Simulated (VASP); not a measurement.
# Te2Mo (C2/m) in VASP: single point with PBE

Aim: the single point of Te2Mo with PBE.

All numbers are computed with VASP 6.6.1; they aren't measurements. Logs are shortened: lines on timing, memory, paths and dates and some standing lists are left out, and cuts for length are marked.

**1. The cell of the first run**

It takes space group C2/m (No. 12, monoclinic). Conventional cell: a = 6.161 Å, b = 3.557 Å, c = 15.514 Å, α = 90.00°, β = 101.45°, γ = 90.00°. Within 3.7 Å of Te (site symmetry m) lie 3 Mo at 2.74 Å and 7 Te at 3.56 to 3.62 Å. Te (site symmetry m) has 3 Mo at 2.74 Å and 7 Te at 3.56 to 3.62 Å within 3.7 Å. Mo (site symmetry m) has 6 Te at 2.74 Å and 6 Mo at 3.56 Å within 3.6 Å.

**2. Single point, PBE**

Contents of INCAR:

```
SYSTEM = Te2Mo
PREC = Accurate
ENCUT = 520
EDIFF = 1E-6
ISMEAR = 0
SIGMA = 0.05
LREAL = .False.
LASPH = .True.
NELM = 60
ALGO = Normal
ISIF = 2
LWAVE = .False.
LCHARG = .False.
GGA = PE
NBANDS = 35
ISYM = 0
```

Contents of KPOINTS:

```
regular mesh
0
Gamma
  9 9 2
  0 0 0
```

Contents of POSCAR:

```
Te2Mo
1.0
   -1.7785332447     -3.0805099428      0.0000000000
    1.7785332447     -3.0805099428      0.0000000000
   -0.8892666224     -1.5402549714     15.2047171722
Te Mo
4 2
Direct
    0.6011194952      0.6666666667      0.1310943429
    0.0177861619      0.3333333333      0.6310943429
    0.4822138381      0.6666666667      0.3689056571
   -0.1011194952      0.3333333333      0.8689056571
    0.2916666667      0.6666666667      0.7500000000
    0.2083333333      0.3333333333      0.2500000000
```

Potentials or basis: VASP PAW PBE potentials, release 64 (Te, Mo_sv).

Command:

```sh
$ cat potpaw_PBE.64/Te/POTCAR potpaw_PBE.64/Mo_sv/POTCAR > POTCAR
$ mpirun -np 1 vasp_std > vasp.out
```

OUTCAR:

```text
SYSTEM = Te2Mo
   PREC = Accurate
   ENCUT = 520
   EDIFF = 1E-6
   ISMEAR = 0
   LREAL = .False.
   LASPH = .True.
   NELM = 60
   ISIF = 2
   GGA = PE
   ISYM = 0

 ion  position               nearest neighbor table
   1  0.601  0.667  0.131-   6 2.74   6 2.74   6 2.74   3 3.62
   2  0.018  0.333  0.631-   5 2.74   5 2.74   5 2.74   4 3.62
   3  0.482  0.667  0.369-   6 2.74   6 2.74   6 2.74   1 3.62
   4  0.899  0.333  0.869-   5 2.74   5 2.74   5 2.74   2 3.62
   5  0.292  0.667  0.750-   4 2.74   2 2.74   2 2.74   4 2.74   2 2.74   4 2.74
   6  0.208  0.333  0.250-   1 2.74   3 2.74   3 2.74   1 2.74   1 2.74   3 2.74

IMPORTANT INFORMATION: All symmetrisations will be switched off!
NOSYMM: (Re-)initialisation of all symmetry stuff for point group C_1.

----------------------------------------------------------------------------------------

                                     Primitive cell

  volume of cell :     166.6069

  direct lattice vectors                    reciprocal lattice vectors
    -1.778533245 -3.080509943  0.000000000    -0.281130534 -0.162310789 -0.032884531
     1.778533245 -3.080509943  0.000000000     0.281130534 -0.162310789  0.000000000
    -0.889266622 -1.540254971 15.204717172     0.000000000  0.000000000  0.065769063

  length of vectors
     3.557066489  3.557066489 15.308383481     0.326282947  0.324621578  0.065769063

  position of ions in fractional coordinates (direct lattice)
     0.601119495  0.666666667  0.131094343
     0.017786162  0.333333333  0.631094343
     0.482213838  0.666666667  0.368905657
     0.898880505  0.333333333  0.868905657
     0.291666667  0.666666667  0.750000000
     0.208333333  0.333333333  0.250000000

  ion indices of the primitive-cell ions
   primitive index   ion index
                 1           1
                 2           2
                 3           3
                 4           4
                 5           5
                 6           6

----------------------------------------------------------------------------------------

 KPOINTS: regular mesh

Automatic generation of k-mesh.
 Grid dimensions read from file:
 generate k-points for:    9    9    2

 Generating k-lattice:

  Cartesian coordinates                     Fractional coordinates (reciprocal lattice)
    -0.031236726 -0.018034532 -0.003653837     0.111111111  0.000000000 -0.000000000
     0.031236726 -0.018034532  0.000000000     0.000000000  0.111111111  0.000000000
     0.000000000  0.000000000  0.032884531     0.000000000  0.000000000  0.500000000

  Length of vectors
     0.036253661  0.036069064  0.032884531

  Shift w.r.t. Gamma in fractional coordinates (k-lattice)
     0.000000000  0.000000000  0.000000000

 -----------------------------------------------------------------------------
|                                                                             |
|           W    W    AA    RRRRR   N    N  II  N    N   GGGG   !!!           |
|           W    W   A  A   R    R  NN   N  II  NN   N  G    G  !!!           |
|           W    W  A    A  R    R  N N  N  II  N N  N  G       !!!           |
|           W WW W  AAAAAA  RRRRR   N  N N  II  N  N N  G  GGG   !            |
|           WW  WW  A    A  R   R   N   NN  II  N   NN  G    G                |
|           W    W  A    A  R    R  N    N  II  N    N   GGGG   !!!           |
|                                                                             |
|     Your reciprocal lattice and k-lattice belong to different lattice       |
|     classes:                                                                |
|                                                                             |
|        The reciprocal lattice is body-centered orthorhombic,                |
|        whereas your k-lattice is base-centered monoclinic.                  |
|                                                                             |
|     Results are often still useful ...                                      |
|                                                                             |
 -----------------------------------------------------------------------------

 WARNING: IBZKPT: internal override: KBLOWUP is changed to .FALSE.
      ... skipping the blow-up phase ...

 Subroutine IBZKPT returns following result:
 ===========================================

 Found     82 irreducible k-points:

 Following reciprocal coordinates:
            Coordinates               Weight
  0.000000  0.000000  0.000000      1.000000
  0.111111  0.000000 -0.000000      2.000000
  0.222222  0.000000  0.000000      2.000000
  0.333333  0.000000 -0.000000      2.000000
  0.444444  0.000000  0.000000      2.000000
  0.000000  0.111111 -0.000000      2.000000
[... 16 lines left out ...]
 -0.111111  0.222222 -0.000000      2.000000
  0.000000  0.333333 -0.000000      2.000000
 [... further k-points ...]
   k-points           NKPTS =     82   k-points in BZ     NKDIM =     82   number of bands    NBANDS=     35
   number of dos      NEDOS =    301   number of ions     NIONS =      6
   total plane-waves  NPLWV =  94080
   dimension x,y,z NGX =    28 NGY =   28 NGZ =  120
   dimension x,y,z NGXF=    56 NGYF=   56 NGZF=  240
   ions per type =               4   2
   NGX,Y,Z   is equivalent  to a cutoff of  13.09, 13.09, 13.03 a.u.
   NGXF,Y,Z  is equivalent  to a cutoff of  26.17, 26.17, 26.06 a.u.
 SYSTEM =  Te2Mo
   PREC   = accura    normal or accurate (medium, high low for compatibility)
   ISTART =      0    job   : 0-new  1-cont  2-samecut
   ICHARG =      2    charge: 1-file 2-atom 10-const
   ISPIN  =      1    spin polarized calculation?
   LNONCOLLINEAR =      F non collinear calculations
   LSORBIT =      F    spin-orbit coupling
   LASPH  =      T    aspherical Exc in radial PAW
   ENCUT  =  520.0 eV  38.22 Ry    6.18 a.u.   6.61  6.61 28.46*2*pi/ulx,y,z
   NELM   =     60;   NELMIN=  2; NELMDL= -5     # of ELM steps
   EDIFF  = 0.1E-05   stopping-criterion for ELM
   LREAL  =      F    real-space projection
   EDIFFG = 0.1E-04   stopping-criterion for IOM
   NSW    =      0    number of steps for IOM
   IBRION =     -1    ionic relax: 0-MD 1-quasi-New 2-CG
   NFREE  =      0    steps in history (QN), initial steepest desc. (CG)
   ISIF   =      2    stress and relaxation
   ISYM   =      0    0-nonsym 1-usesym 2-fastsym
   POTIM  = 0.5000    time-step for ionic-motion
   TEBEG  =    0.0;   TEEND  =   0.0 temperature during run
   PSTRESS=    0.0 pullay stress
   NELECT =      52.0000    total number of electrons
   NUPDOWN=      -1.0000    fix difference up-down
   EMIN   =  10.00;   EMAX   =-10.00  energy-range for DOS
   EFERMI =   0.00;   METHOD = LEGACY
   ISMEAR =     0;   SIGMA  =   0.05  broadening in eV -4-tet -1-fermi 0-gaus
   EFERMI_NEDOS =   21; number of points for ismear=-14 and -15
   IALGO  =     38    algorithm
   IMIX   =      4    mixing-type and parameters
     AMIX     =   0.40;   BMIX     =  1.00
     AMIX_MAG =   1.60;   BMIX_MAG =  1.00
  volume/ion in A,a.u.               =      27.77       187.39
  Fermi-wavevector in a.u.,A,eV,Ry     =   1.110482  2.098507 16.778308  1.233171
  Thomas-Fermi vector in A             =   2.247034
   LORBIT       =      0    0 simple, 1 ext, 2 COOP (PROOUT), +10 PAW based schemes
   GGA     = PE    functional components
   LHFCALC =     F    Hartree Fock is set to
   AEXX    =    0.0000 exact exchange contribution
   IVDW    =     0    specifies the selected vdW correction
   LEPSILON=     F    determine dielectric tensor
   LRPA    =     F    only Hartree local field effects (RPA)
 non-spin polarized calculation
 Gauss-broadening in eV      SIGMA  =   0.05
  energy-cutoff  :      520.00
  volume of cell :      166.61
 maximum number of plane-waves:      4529
   NGX = 13   NGY = 13   NGZ = 57

 number of electron      52.0000002 magnetization

 Free energy of the ion-electron system (eV)
  ---------------------------------------------------
  ext. energy  EPLUGINS =         0.00000000
  ---------------------------------------------------
  free energy    TOTEN  =       -36.04607049 eV

  energy without entropy =      -36.04607049  energy(sigma->0) =      -36.04607049

 E-fermi :   7.0404     XC(G=0):  -9.7771

 val. band max:        6.7163874747   @ k =  -0.3333   0.3333   0.0000
 cond. band min:       7.7592594484   @ k =  -0.3333   0.3333   0.0000
 fundamental gap:      1.0428719737
 Fermi energy:         7.0404334484

 k-point     1 :       0.0000    0.0000    0.0000
  band No.  band energies     occupation
      1     -53.9979      2.00000
      2     -53.9976      2.00000
      3     -28.1435      2.00000
      4     -28.1432      2.00000
      5     -28.0403      2.00000
      6     -28.0402      2.00000
[... 27 lines left out ...]
     34      10.0262      0.00000
     35      11.9067      0.00000

 k-point     2 :       0.1111    0.0000   -0.0000
  band No.  band energies     occupation
      1     -53.9969      2.00000
      2     -53.9966      2.00000
      3     -28.1406      2.00000
      4     -28.1403      2.00000
      5     -28.0537      2.00000
      6     -28.0534      2.00000
[... 27 lines left out ...]
     34       9.8857      0.00000
     35      12.3902      0.00000

 k-point     3 :       0.2222    0.0000    0.0000
  band No.  band energies     occupation
      1     -53.9945      2.00000
      2     -53.9941      2.00000
      3     -28.1332      2.00000
      4     -28.1329      2.00000
      5     -28.0876      2.00000
      6     -28.0873      2.00000
[... 27 lines left out ...]
     34      10.1404      0.00000
     35      12.6165      0.00000
[... 723 lines left out ...]
 k-point    23 :      -0.1111    0.2222   -0.0000
  band No.  band energies     occupation
      1     -53.9926      2.00000
      2     -53.9923      2.00000
      3     -28.1275      2.00000
      4     -28.1272      2.00000
      5     -28.1094      2.00000
      6     -28.1091      2.00000
[... 27 lines left out ...]
     34      10.3297      0.00000
     35      12.9854      0.00000

 k-point    24 :       0.0000    0.3333   -0.0000
  band No.  band energies     occupation
      1     -53.9917      2.00000
      2     -53.9914      2.00000
      3     -28.1265      2.00000
      4     -28.1262      2.00000
      5     -28.1240      2.00000
      6     -28.1237      2.00000
[... 27 lines left out ...]
     34      10.2584      0.00000
     35      11.8870      0.00000

 [... further k-points ...]

------------------------ aborting loop because EDIFF is reached ----------------------------------------

  FORCE on cell =-STRESS in cart. coord.  units (eV):
  Direction    XX          YY          ZZ          XY          YZ          ZX
  --------------------------------------------------------------------------------------
  -------------------------------------------------------------------------------------
  Total        0.0419456      0.0003328      0.4659932     -0.0358540     -0.0758934      0.1311912
  in kB        0.4033700      0.0032000      4.4812297     -0.3447902     -0.7298300      1.2616023
  external PRESSURE =       1.6292666 kB  Pullay stress =       0.0000000 kB

 VOLUME and BASIS-vectors are now :
 -----------------------------------------------------------------------------
  energy-cutoff  :      520.00
  volume of cell :      166.61
      direct lattice vectors                 reciprocal lattice vectors
    -1.778533245 -3.080509943  0.000000000    -0.281130534 -0.162310789 -0.032884531
     1.778533245 -3.080509943  0.000000000     0.281130534 -0.162310789  0.000000000
    -0.889266622 -1.540254971 15.204717172     0.000000000  0.000000000  0.065769063

 POSITION                                       TOTAL-FORCE (eV/Angst)
 -----------------------------------------------------------------------------------
      0.00000     -4.10735      1.99325         0.017509     -0.010226      0.058080
     -0.00000     -2.05367      9.59561         0.000063     -0.000170     -0.013415
      0.00000     -4.10735      5.60911        -0.000063      0.000170      0.013242
     -1.77853     -5.13418     13.21146        -0.017508      0.010226     -0.057903
     -0.00000     -4.10735     11.40354        -0.008237      0.004773     -0.008606
     -0.00000     -2.05367      3.80118         0.008237     -0.004774      0.008603
 -----------------------------------------------------------------------------------
    total drift:                               -0.000004      0.000001      0.000007

  FREE ENERGIE OF THE ION-ELECTRON SYSTEM (eV)
  ---------------------------------------------------
  free  energy   TOTEN  =       -36.0460704885 eV

  energy  without entropy=      -36.0460704885  energy(sigma->0) =      -36.04607049
```

It took 8.3 min on 1 thread of Intel Xeon Platinum 8259CL at 2.50GHz (Skylake/Cascade Lake), shared host; peak memory 0.56 GiB.

Results:

- Free energy: -36.0461 eV
- Pressure: 0.2 GPa
- Largest force: 0.062 eV/Å
- Band gap on the k mesh: 1.04 eV

Forces in eV/Å, atoms in the order of the input:
```
Te   0.018 -0.010  0.058
Te   0.000  0.000 -0.013
Te   0.000  0.000  0.013
Te  -0.018  0.010 -0.058
Mo  -0.008  0.005 -0.009
Mo   0.008 -0.005  0.009
```

Caveat: spin-orbit coupling is left out, which moves the levels of the heavy elements; an odd mesh through Γ misses points on the zone boundary, where band edges can lie; this functional lacks dispersion, which binds the layers, so the pressure and a relaxed spacing across them are unreliable.
